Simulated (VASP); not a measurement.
# TiO2 (P2_1/c) in VASP: settings compared

Aim: see how the results for TiO2 move with the level of theory and the settings. Levels: PBE, LDA+U. Tasks: single point.

Program: VASP 6.6.1. These are calculated values, not measurements. Logs are shortened: lines on timing, memory, paths and dates and some standing lists are left out, and cuts for length are marked.

## 1. The cell of the first run

The structure is monoclinic, space group P2_1/c (No. 14). The conventional cell has a = 4.813 Å, b = 4.872 Å, c = 5.041 Å, α = 90.00°, β = 99.86°, γ = 90.00°. Ti (site symmetry 1) has 7 O at 1.88 to 2.20 Å within 2.5 Å. Within 2.5 Å of O (site symmetry 1) lie 3 Ti at 1.88 to 2.03 Å and 2 O at 2.41 to 2.43 Å. Within 2.8 Å of O (site symmetry 1) lie 4 Ti at 2.00 to 2.20 Å and 8 O at 2.41 to 2.80 Å.

## 2. Single point, PBE

File INCAR:

```
SYSTEM = TiO2
  PREC = Accurate
  ENCUT = 520
  EDIFF = 1E-6
  ISMEAR = 0
  SIGMA = 0.011
  LREAL = .False.
  LASPH = .True.
  NELM = 60
  ALGO = Normal
  ISIF = 2
  LWAVE = .False.
  LCHARG = .True.
  GGA = PE
  LELF = .True.
  LVHAR = .True.
  NBANDS = 60
```

File KPOINTS:

```
Automatic mesh
0
Gamma
  6 6 6
  0 0 0
```

File POSCAR:

```
TiO2
1.0
    4.8126997814      0.0000000000      0.0000000000
    0.0000000000      4.8718844600      0.0000000000
   -0.8628854487      0.0000000000      4.9665942755
Ti O
4 8
Direct
    0.2774352600      0.0528083600      0.2131482700
    0.7225647400      0.5528083600      0.2868517300
    0.7225647400      0.9471916400      0.7868517300
    0.2774352600      0.4471916400      0.7131482700
    0.0638382200      0.1769655200      0.8515567400
    0.9361617800      0.6769655200      0.6484432600
    0.9361617800      0.8230344800      0.1484432600
    0.0638382200      0.3230344800      0.3515567400
    0.4453609900      0.7576317400      0.4667718600
    0.5546390100      0.2576317400      0.0332281400
    0.5546390100      0.2423682600      0.5332281400
    0.4453609900      0.7423682600      0.9667718600
```

Potentials or basis: VASP PAW PBE potentials, release 64 (Ti_sv, O).

Run with:

```sh
$ cat potpaw_PBE.64/Ti_sv/POTCAR potpaw_PBE.64/O/POTCAR > POTCAR
$ mpirun -np 1 vasp_std > vasp.out
```

OUTCAR:

```text
SYSTEM = TiO2
   PREC = Accurate
   ENCUT = 520
   EDIFF = 1E-6
   ISMEAR = 0
   LREAL = .False.
   LASPH = .True.
   NELM = 60
   ISIF = 2
   GGA = PE

 ion  position               nearest neighbor table
   1  0.277  0.053  0.213-   8 1.88   7 1.97   9 2.00  10 2.00   5 2.03  11 2.12  12 2.20
   2  0.723  0.553  0.287-   7 1.88   8 1.97  10 2.00   9 2.00   6 2.03  12 2.12  11 2.20
   3  0.723  0.947  0.787-   6 1.88   5 1.97  11 2.00  12 2.00   7 2.03   9 2.12  10 2.20
   4  0.277  0.447  0.713-   5 1.88   6 1.97  12 2.00  11 2.00   8 2.03  10 2.12   9 2.20
   5  0.064  0.177  0.852-   4 1.88   3 1.97   1 2.03
   6  0.936  0.677  0.648-   3 1.88   4 1.97   2 2.03
   7  0.936  0.823  0.148-   2 1.88   1 1.97   3 2.03
   8  0.064  0.323  0.352-   1 1.88   2 1.97   4 2.03
   9  0.445  0.758  0.467-   1 2.00   2 2.00   3 2.12   4 2.20
  10  0.555  0.258  0.033-   2 2.00   1 2.00   4 2.12   3 2.20
  11  0.555  0.242  0.533-   3 2.00   4 2.00   1 2.12   2 2.20
  12  0.445  0.742  0.967-   4 2.00   3 2.00   2 2.12   1 2.20

  LATTYP: Found a simple monoclinic cell.
 ALAT       =     4.8126997814
 B/A-ratio  =     1.0122976045
 C/A-ratio  =     1.0474359860
 COS(beta)  =    -0.1711736391

  Lattice vectors:

 A1 = (   4.8126997814,   0.0000000000,   0.0000000000)
 A2 = (   0.0000000000,   4.8718844600,   0.0000000000)
 A3 = (  -0.8628854487,   0.0000000000,   4.9665942755)

Analysis of symmetry for initial positions (statically):
=====================================================================
 Subroutine PRICEL returns:
 Original cell was already a primitive cell.

 Routine SETGRP: Setting up the symmetry group for a
 simple monoclinic supercell.

 Subroutine GETGRP returns: Found  4 space group operations
 (whereof  2 operations were pure point group operations)
 out of a pool of  4 trial point group operations.

The static configuration has the point symmetry S_2 .
 The point group associated with its full space group is C_2h.

Analysis of symmetry for dynamics (positions and initial velocities):
=====================================================================
 Subroutine PRICEL returns:
 Original cell was already a primitive cell.

 Routine SETGRP: Setting up the symmetry group for a
 simple monoclinic supercell.

 Subroutine GETGRP returns: Found  4 space group operations
 (whereof  2 operations were pure point group operations)
 out of a pool of  4 trial point group operations.

The dynamic configuration has the point symmetry S_2 .
 The point group associated with its full space group is C_2h.

 Subroutine INISYM returns: Found  4 space group operations
 (whereof  2 operations are pure point group operations),
 and found     1 'primitive' translations

----------------------------------------------------------------------------------------

                                     Primitive cell

  volume of cell :     116.4513

  direct lattice vectors                    reciprocal lattice vectors
     4.812699781  0.000000000  0.000000000     0.207783582  0.000000000  0.036099874
     0.000000000  4.871884460  0.000000000     0.000000000  0.205259383  0.000000000
    -0.862885449  0.000000000  4.966594276     0.000000000  0.000000000  0.201345217

  length of vectors
     4.812699781  4.871884460  5.040994941     0.210896225  0.205259383  0.201345217

  position of ions in fractional coordinates (direct lattice)
     0.277435260  0.052808360  0.213148270
     0.722564740  0.552808360  0.286851730
     0.722564740  0.947191640  0.786851730
     0.277435260  0.447191640  0.713148270
     0.063838220  0.176965520  0.851556740
     0.936161780  0.676965520  0.648443260
     0.936161780  0.823034480  0.148443260
     0.063838220  0.323034480  0.351556740
     0.445360990  0.757631740  0.466771860
     0.554639010  0.257631740  0.033228140
     0.554639010  0.242368260  0.533228140
     0.445360990  0.742368260  0.966771860

  ion indices of the primitive-cell ions
   primitive index   ion index
                 1           1
                 2           2
                 3           3
                 4           4
                 5           5
                 6           6
                 7           7
                 8           8
                 9           9
                10          10
                11          11
                12          12

----------------------------------------------------------------------------------------

 KPOINTS: Automatic mesh

Automatic generation of k-mesh.
 Grid dimensions read from file:
 generate k-points for:    6    6    6

 Generating k-lattice:

  Cartesian coordinates                     Fractional coordinates (reciprocal lattice)
     0.034630597  0.000000000  0.006016646     0.166666667  0.000000000  0.000000000
     0.000000000  0.034209897  0.000000000     0.000000000  0.166666667  0.000000000
     0.000000000  0.000000000  0.033557536     0.000000000  0.000000000  0.166666667

[... 58 lines left out ...]
   IALGO  =     38    algorithm
   IMIX   =      4    mixing-type and parameters
     AMIX     =   0.40;   BMIX     =  1.00
     AMIX_MAG =   1.60;   BMIX_MAG =  1.00
  volume/ion in A,a.u.               =       9.70        65.49
  Fermi-wavevector in a.u.,A,eV,Ry     =   1.535031  2.900788 32.059674  2.356320
  Thomas-Fermi vector in A             =   2.641876
   LORBIT       =      0    0 simple, 1 ext, 2 COOP (PROOUT), +10 PAW based schemes
   GGA     = PE    functional components
   LHFCALC =     F    Hartree Fock is set to
   AEXX    =    0.0000 exact exchange contribution
   IVDW    =     0    specifies the selected vdW correction
   LEPSILON=     F    determine dielectric tensor
   LRPA    =     F    only Hartree local field effects (RPA)
 non-spin polarized calculation
 Gauss-broadening in eV      SIGMA  =   0.01
  energy-cutoff  :      520.00
  volume of cell :      116.45
 maximum number of plane-waves:      3172
   NGX = 17   NGY = 19   NGZ = 19

 number of electron      95.9999990 magnetization

 Free energy of the ion-electron system (eV)
  ---------------------------------------------------
  ext. energy  EPLUGINS =         0.00000000
  ---------------------------------------------------
  free energy    TOTEN  =      -106.92700955 eV

  energy without entropy =     -106.92700955  energy(sigma->0) =     -106.92700955

 E-fermi :   5.7596     XC(G=0): -11.8612

 val. band max:        5.6629741118   @ k =   0.0000   0.0000   0.0000
 cond. band min:       7.9445522860   @ k =   0.5000   0.0000  -0.0000
 fundamental gap:      2.2815781742
 Fermi energy:         5.7596263409

 k-point     1 :       0.0000    0.0000    0.0000
  band No.  band energies     occupation
      1     -51.0174      2.00000
      2     -50.9812      2.00000
      3     -50.9802      2.00000
      4     -50.9785      2.00000
      5     -27.4445      2.00000
      6     -27.4197      2.00000
[... 52 lines left out ...]
     59      10.2467      0.00000
     60      10.2637      0.00000

 k-point     2 :       0.1667    0.0000   -0.0000
  band No.  band energies     occupation
      1     -51.0152      2.00000
      2     -50.9834      2.00000
      3     -50.9820      2.00000
      4     -50.9767      2.00000
      5     -27.4287      2.00000
      6     -27.4183      2.00000
[... 52 lines left out ...]
     59      10.1171      0.00000
     60      10.1972      0.00000

 k-point     3 :       0.3333    0.0000   -0.0000
  band No.  band energies     occupation
      1     -51.0095      2.00000
      2     -50.9890      2.00000
      3     -50.9837      2.00000
      4     -50.9749      2.00000
      5     -27.4144      2.00000
      6     -27.3861      2.00000
[... 1312 lines left out ...]
     59      10.1110      0.00000
     60      10.2387      0.00000

 k-point    24 :       0.1667    0.1667    0.1667
  band No.  band energies     occupation
      1     -51.0097      2.00000
      2     -50.9879      2.00000
      3     -50.9832      2.00000
      4     -50.9764      2.00000
      5     -27.4035      2.00000
      6     -27.3884      2.00000
[... 52 lines left out ...]
     59      10.1058      0.00000
     60      10.2459      0.00000

 [... further k-points ...]

------------------------ aborting loop because EDIFF is reached ----------------------------------------

  FORCE on cell =-STRESS in cart. coord.  units (eV):
  Direction    XX          YY          ZZ          XY          YZ          ZX
  --------------------------------------------------------------------------------------
  -------------------------------------------------------------------------------------
  Total        3.5110129      3.5743000      3.6379742      0.0000000      0.0000000      0.0208144
  in kB       48.3057216     49.1764471     50.0524991      0.0000000      0.0000000      0.2863722
  external PRESSURE =      49.1782226 kB  Pullay stress =       0.0000000 kB

 VOLUME and BASIS-vectors are now :
 -----------------------------------------------------------------------------
  energy-cutoff  :      520.00
  volume of cell :      116.45
      direct lattice vectors                 reciprocal lattice vectors
     4.812699781  0.000000000  0.000000000     0.207783582  0.000000000  0.036099874
     0.000000000  4.871884460  0.000000000     0.000000000  0.205259383  0.000000000
    -0.862885449  0.000000000  4.966594276     0.000000000  0.000000000  0.201345217

 POSITION                                       TOTAL-FORCE (eV/Angst)
 -----------------------------------------------------------------------------------
      1.15129      0.25728      1.05862         0.027130      0.052331      0.080330
      3.22997      2.69322      1.42468        -0.027130      0.052331     -0.080330
      2.79852      4.61461      3.90797        -0.027130     -0.052331     -0.080330
      0.71985      2.17867      3.54192         0.027130     -0.052331      0.080330
     -0.42756      0.86216      4.22934        -0.023614      0.018690     -0.073331
      3.94593      3.29810      3.22055         0.023614      0.018690      0.073331
      4.37738      4.00973      0.73726         0.023614     -0.018690      0.073331
      0.00388      1.57379      1.74604        -0.023614     -0.018690     -0.073331
      1.74062      3.69109      2.31827        -0.057356      0.011645      0.002139
      2.64064      1.25515      0.16503         0.057356      0.011645     -0.002139
      2.20920      1.18079      2.64833         0.057356     -0.011645     -0.002139
      1.30918      3.61673      4.80156        -0.057356     -0.011645      0.002139
 -----------------------------------------------------------------------------------
    total drift:                               -0.000000      0.000000      0.000000

  FREE ENERGIE OF THE ION-ELECTRON SYSTEM (eV)
  ---------------------------------------------------
  free  energy   TOTEN  =      -106.9270095468 eV

  energy  without entropy=     -106.9270095468  energy(sigma->0) =     -106.92700955
```

Wall time 6.5 min (1 thread of Intel Xeon Platinum 8488C (Sapphire Rapids), shared host); peak memory 0.49 GiB.

What came out:

```
Free energy            : -106.9270 eV
Pressure               : 4.9 GPa
Largest force          : 0.100 eV/Å
Band gap on the k mesh : 2.28 eV (least direct gap 2.35 eV)
```

Forces in eV/Å, atoms in the order of the input:
```
Ti   0.027  0.052  0.080
Ti  -0.027  0.052 -0.080
Ti  -0.027 -0.052 -0.080
Ti   0.027 -0.052  0.080
O   -0.024  0.019 -0.073
O    0.024  0.019  0.073
O    0.024 -0.019  0.073
O   -0.024 -0.019 -0.073
O   -0.057  0.012  0.002
O    0.057  0.012 -0.002
O    0.057 -0.012 -0.002
O   -0.057 -0.012  0.002
```

Caveat: the cell stands under pressure. A k mesh can miss the band edges.

## 3. Single point, LDA+U

File INCAR:

```
SYSTEM = TiO2
ALGO = Normal
EDIFF = 1E-6
ENCUT = 600
GGA = CA
GGA_COMPAT = .False.
ISIF = 2
ISMEAR = -1
KPAR = 4
LASPH = .True.
LCHARG = .True.
LDAU = .True.
LDAUJ = 0 0
LDAUL = 2 -1
LDAUPRINT = 1
LDAUTYPE = 2
LDAUU = 3 0
LMAXMIX = 4
LREAL = .False.
LVHAR = .True.
LWAVE = .False.
NBANDS = 60
NELM = 200
PREC = Accurate
SIGMA = 0.05
```

File KPOINTS:

```
k-points
0
Gamma
  6 6 6
  0 0 0
```

POSCAR is that of step 2.

Potentials or basis: VASP PAW LDA potentials, release 64 (Ti_sv, O).

Run with:

```sh
$ cat potpaw_LDA.64/Ti_sv/POTCAR potpaw_LDA.64/O/POTCAR > POTCAR
$ mpirun -np 4 vasp_std > vasp.out
```

It took 2.1 min on 4 MPI ranks of Intel Xeon Platinum 8488C (Sapphire Rapids), shared host; peak memory 0.54 GiB.

Results (log left out):

```
Free energy            : -109.1187 eV
Pressure               : -2.9 GPa
Largest force          : 0.296 eV/Å
Band gap on the k mesh : 2.53 eV (least direct gap 2.60 eV)
```

Forces on the atoms (eV/Å):
```
Ti   0.050 -0.210 -0.203
Ti  -0.050 -0.210  0.203
Ti  -0.050  0.210  0.203
Ti   0.050  0.210 -0.203
O   -0.057 -0.125  0.096
O    0.057 -0.125 -0.096
O    0.057  0.125 -0.096
O   -0.057  0.125  0.096
O   -0.035 -0.025  0.138
O    0.035 -0.025 -0.138
O    0.035  0.025 -0.138
O   -0.035  0.025  0.138
```

Stress tensor (GPa, compression positive):
```
-2.67  0.00 -0.61
 0.00 -2.50  0.00
-0.61  0.00 -3.65
```

Levels at points of the mesh, in eV from the valence-band top:
```csv
k point,band 45,band 46,band 47,band 48,band 49,band 50,band 51,band 52
"(0.00, 0.00, 0.00)",-0.68,-0.55,-0.04,0.00,2.70,2.77,3.22,3.29
"(0.50, 0.00, 0.00)",-0.86,-0.73,-0.52,-0.07,2.53,3.10,3.13,3.25
"(0.00, 0.50, 0.00)",-0.92,-0.92,-0.40,-0.40,3.11,3.11,3.41,3.41
"(0.50, 0.50, 0.00)",-0.99,-0.99,-0.75,-0.75,2.96,2.96,3.17,3.17
"(0.00, 0.00, 0.50)",-1.10,-1.10,-0.44,-0.44,2.96,2.96,3.06,3.06
"(0.50, 0.00, 0.50)",-1.11,-1.11,-0.64,-0.64,2.62,2.62,3.48,3.48
"(0.00, 0.50, 0.50)",-1.14,-1.14,-0.85,-0.85,2.94,2.94,3.05,3.05
"(0.50, 0.50, 0.50)",-1.23,-1.23,-0.96,-0.96,2.78,2.78,3.15,3.15
```

Eigenvalues of the final occupation matrices:
```
    site  spin  trace               eigenvalues
site 1 d     1   0.85  0.09 0.12 0.17 0.23 0.24
site 1 d     2   0.85  0.09 0.12 0.17 0.23 0.24
site 2 d     1   0.85  0.09 0.12 0.17 0.23 0.24
site 2 d     2   0.85  0.09 0.12 0.17 0.23 0.24
site 3 d     1   0.85  0.09 0.12 0.17 0.23 0.24
site 3 d     2   0.85  0.09 0.12 0.17 0.23 0.24
site 4 d     1   0.85  0.09 0.12 0.17 0.23 0.24
site 4 d     2   0.85  0.09 0.12 0.17 0.23 0.24
```

A k mesh can miss the band edges.

## 4. Single point, LDA+U

File INCAR:

```
SYSTEM = TiO2
PREC = Accurate ; ENCUT = 600
EDIFF = 1E-6 ; ISMEAR = -1
SIGMA = 0.05 ; LREAL = .False.
LASPH = .True. ; NELM = 200
ALGO = Normal ; ISIF = 2
LWAVE = .False. ; LCHARG = .False.
LMAXMIX = 4 ; LDAU = .True.
LDAUTYPE = 2 ; LDAUL = 2 -1
LDAUU = 1 0 ; LDAUJ = 0 0
LDAUPRINT = 1 ; GGA = CA
NBANDS = 60 ; GGA_COMPAT = .False.
KPAR = 4
```

File KPOINTS:

```
regular mesh
0
Gamma
  6 6 6
  0 0 0
```

POSCAR is that of step 3.

Run with:

```sh
$ cat potpaw_LDA.64/Ti_sv/POTCAR potpaw_LDA.64/O/POTCAR > POTCAR
$ mpirun -np 4 vasp_std > vasp.out
```

Run time: 3.2 min. Hardware: 4 MPI ranks of Intel Xeon Platinum 8259CL at 2.50GHz (Skylake/Cascade Lake), shared host; peak memory 0.54 GiB.

Results (log left out):

```
Free energy            : -114.7218 eV
Pressure               : -7.4 GPa
Largest force          : 0.068 eV/Å
Band gap on the k mesh : 2.30 eV (least direct gap 2.37 eV)
```

Forces in eV/Å, atoms in the order of the input:
```
Ti   0.010  0.007 -0.041
Ti  -0.010  0.007  0.041
Ti  -0.010 -0.007  0.041
Ti   0.010 -0.007 -0.041
O    0.000 -0.047  0.032
O    0.000 -0.047 -0.032
O    0.000  0.047 -0.032
O    0.000  0.047  0.032
O    0.051  0.016  0.041
O   -0.051  0.016 -0.041
O   -0.051 -0.016 -0.041
O    0.051 -0.016  0.041
```

Stress tensor (GPa, compression positive):
```
-7.36  0.00 -0.70
 0.00 -7.26  0.00
-0.70  0.00 -7.57
```

Levels at points of the mesh, in eV from the valence-band top:
| k point | band 45 | band 46 | band 47 | band 48 | band 49 | band 50 | band 51 | band 52 |
| --- | --- | --- | --- | --- | --- | --- | --- | --- |
| (0.00, 0.00, 0.00) | -0.67 | -0.55 | -0.01 | 0.00 | 2.47 | 2.54 | 2.95 | 3.06 |
| (0.50, 0.00, 0.00) | -0.84 | -0.73 | -0.51 | -0.06 | 2.30 | 2.89 | 2.90 | 3.03 |
| (0.00, 0.50, 0.00) | -0.93 | -0.93 | -0.38 | -0.38 | 2.86 | 2.86 | 3.20 | 3.20 |
| (0.50, 0.50, 0.00) | -0.97 | -0.97 | -0.75 | -0.75 | 2.73 | 2.73 | 2.97 | 2.97 |
| (0.00, 0.00, 0.50) | -1.09 | -1.09 | -0.42 | -0.42 | 2.69 | 2.69 | 2.87 | 2.87 |
| (0.50, 0.00, 0.50) | -1.10 | -1.10 | -0.63 | -0.63 | 2.38 | 2.38 | 3.30 | 3.30 |
| (0.00, 0.50, 0.50) | -1.13 | -1.13 | -0.85 | -0.85 | 2.70 | 2.70 | 2.82 | 2.82 |
| (0.50, 0.50, 0.50) | -1.20 | -1.20 | -0.94 | -0.94 | 2.56 | 2.56 | 2.92 | 2.92 |

Eigenvalues of the final occupation matrices:
| site | spin | trace | eigenvalues |
| --- | --- | --- | --- |
| site 1 d | 1 | 0.88 | 0.10 0.13 0.18 0.23 0.24 |
| site 1 d | 2 | 0.88 | 0.10 0.13 0.18 0.23 0.24 |
| site 2 d | 1 | 0.88 | 0.10 0.13 0.18 0.23 0.24 |
| site 2 d | 2 | 0.88 | 0.10 0.13 0.18 0.23 0.24 |
| site 3 d | 1 | 0.88 | 0.10 0.13 0.18 0.23 0.24 |
| site 3 d | 2 | 0.88 | 0.10 0.13 0.18 0.23 0.24 |
| site 4 d | 1 | 0.88 | 0.10 0.13 0.18 0.23 0.24 |
| site 4 d | 2 | 0.88 | 0.10 0.13 0.18 0.23 0.24 |

Caveat: the cell stands under tension.

## 5. Summary

```tsv
level	potentials or basis	U	cutoff (eV)	smearing	gap on the mesh (eV)	pressure (GPa)	largest force (eV/Å)
PBE	VASP PAW PBE potentials, release 64 (Ti_sv, O)	-	520	gaussian 0.011 eV	2.28	4.9	0.10
LDA+U	VASP PAW LDA potentials, release 64 (Ti_sv, O)	Ti d U = 3.0 eV	600	fermi-dirac 0.05 eV	2.53	-2.9	0.30
LDA+U	VASP PAW LDA potentials, release 64 (Ti_sv, O)	Ti d U = 1.0 eV	600	fermi-dirac 0.05 eV	2.30	-7.4	0.07
```

Alike in all rows: task single point; no spin polarisation; cell as given; k mesh 6 × 6 × 6.

Caveats: the cell stands under pressure (at least some runs); the cell stands under tension (at least some runs).

Absolute energies hang on the potentials; compare differences alone.
